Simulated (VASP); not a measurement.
A run of VASP 6.6.1 is set up as follows.

Contents of POSCAR:

```
SnTe
1.0
    0.0000000000      3.0618394911      3.0618394911
    3.0618394911      0.0000000000      3.0618394911
    3.0618394911      3.0618394911      0.0000000000
Te Sn
1 1
Direct
    0.2500000000      0.2500000000      0.2500000000
    0.0000000000      0.0000000000      0.0000000000
```

Contents of INCAR.step1:

```
SYSTEM = SnTe
PREC = Accurate ; ENCUT = 520
ISMEAR = -1 ; SIGMA = 0.05
LREAL = .False. ; LASPH = .True.
NELM = 80 ; NBANDS = 17
GGA = PE ; ALGO = Normal
EDIFF = 1E-4 ; LWAVE = .True.
LCHARG = .False.
```

The input INCAR.step2:

```
SYSTEM = SnTe
PREC = Accurate ; ENCUT = 520
EDIFF = 1E-6 ; ISMEAR = -1
SIGMA = 0.05 ; LREAL = .False.
LASPH = .True. ; NELM = 80
ALGO = Normal ; ISIF = 2
LWAVE = .False. ; LCHARG = .True.
METAGGA = R2SCAN ; LMIXTAU = .True.
LELF = .True. ; LVHAR = .True.
NBANDS = 17 ; ISTART = 1
```

Contents of KPOINTS:

```
regular mesh
0
Gamma
  7 7 7
  0 0 0
```

Potentials or basis: VASP PAW PBE potentials, release 64 (Te, Sn_d).

Run with:

```sh
$ cat potpaw_PBE.64/Te/POTCAR potpaw_PBE.64/Sn_d/POTCAR > POTCAR
$ cp INCAR.step1 INCAR
$ mpirun -np 1 vasp_std > vasp.out
$ cp INCAR.step2 INCAR
$ mpirun -np 1 vasp_std > vasp.out
```

(1) Predict the band gap on the k mesh.

(2) What does it give for the pressure?

Results:

(1) zero (bands 10 and 11 overlap by 1.03 eV).

(2) 30.0 GPa.

Caveat: the cell stands under pressure; the PAW data sets were made with another functional, which shifts forces and pressure a little; spin-orbit coupling is left out, which moves the levels of the heavy elements.
